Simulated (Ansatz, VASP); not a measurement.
**BiO5 in VASP and in Ansatz**

```xyz
6
Lattice="3.4350 0.0000 0.0000 -1.7175 2.9748 0.0000 0.0000 0.0000 10.6944" Properties=species:S:1:pos:R:3 pbc="T T T"
Bi    0.0000    0.0000    0.0000
O     1.7175    0.9916    9.4356
O     0.0000    0.0000    5.9779
O     1.7175    0.9916    5.3472
O     0.0000    0.0000    4.7165
O     1.7175    0.9916    1.2589
```

Change from the starting cell: species swapped into the Mg5Cd type (P-6m2, No. 187).

Alike in both runs: functional PBE; k mesh 6 × 6 × 2; occupations gaussian, width 0.1 eV; no spin polarisation.

Ansatz relaxed the structure, and its values are those at the end. VASP's run is a single point on that final structure, the one shown.

|  | VASP | Ansatz |
| --- | --- | --- |
| version | VASP 6.6.1 | Ansatz 0.2.0 |
| potentials or method | VASP PAW PBE potentials, release 64 (Bi_d, O), cutoff 520 eV | scalar-relativistic, plane waves, PAW |
| valence electrons in the cell | 45 | 45 |

VASP gave:

| Item | Value |
| --- | --- |
| gap on the k mesh at the Fermi level (eV) | none |
| pressure (GPa) | 0.7 |
| rms of the force components (eV/Å) | 0.269 |

Problem. Which values does Ansatz return?

Solution. gap on the k mesh at the Fermi level (eV): none; pressure (GPa): 0.2; rms of the force components (eV/Å): 0.010.

A gap of «none» marks a metal or a gap that the smearing closes. One of these differences is far larger than is usual between the two programs; its cause wasn't traced. The functional is the same, so the differences come from potentials, cutoffs and numerics.

Neither program's run includes spin-orbit coupling.
